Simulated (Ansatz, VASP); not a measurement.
# One calculation of YAlSi, two programs

```
CELL_PARAMETERS angstrom
2.00225 -5.15768 0.00000
2.00225 5.15768 0.00000
0.00000 0.00000 5.72320
ATOMIC_POSITIONS crystal
Y 0.69487 0.30513 0.75000
Y 0.30513 0.69487 0.25000
Al 0.00000 0.00000 0.50000
Al 0.00000 0.00000 0.00000
Si 0.40114 0.59886 0.75000
Si 0.59886 0.40114 0.25000
```

Alike in both runs: task relaxation of cell and atoms; functional LDA; k mesh 10 × 10 × 6; occupations gaussian, width 0.1 eV; no spin polarisation.

|  | VASP | Ansatz |
| --- | --- | --- |
| version | VASP 6.6.1 | Ansatz 0.2.0 |
| potentials or method | VASP PAW LDA potentials, release 64 (Y_sv, Al, Si), cutoff 600 eV | scalar-relativistic, plane waves, PAW |
| valence electrons in the cell | 36 | 36 |

|  | VASP | Ansatz | Ansatz less VASP |
| --- | --- | --- | --- |
| gap on the k mesh at the Fermi level, each at its own relaxed structure (eV) | none | none | - |
| relaxed volume (Å³/atom) | 18.72 | 18.71 | -0.007 |
| relaxed cell length with the largest relative difference (Å) | 5.627 | 5.626 | -0.0006 |

LDA's correlation is that of Perdew and Zunger in VASP and of Perdew and Wang (1992) in Ansatz. A gap of «none» marks a metal or a gap that the smearing closes.
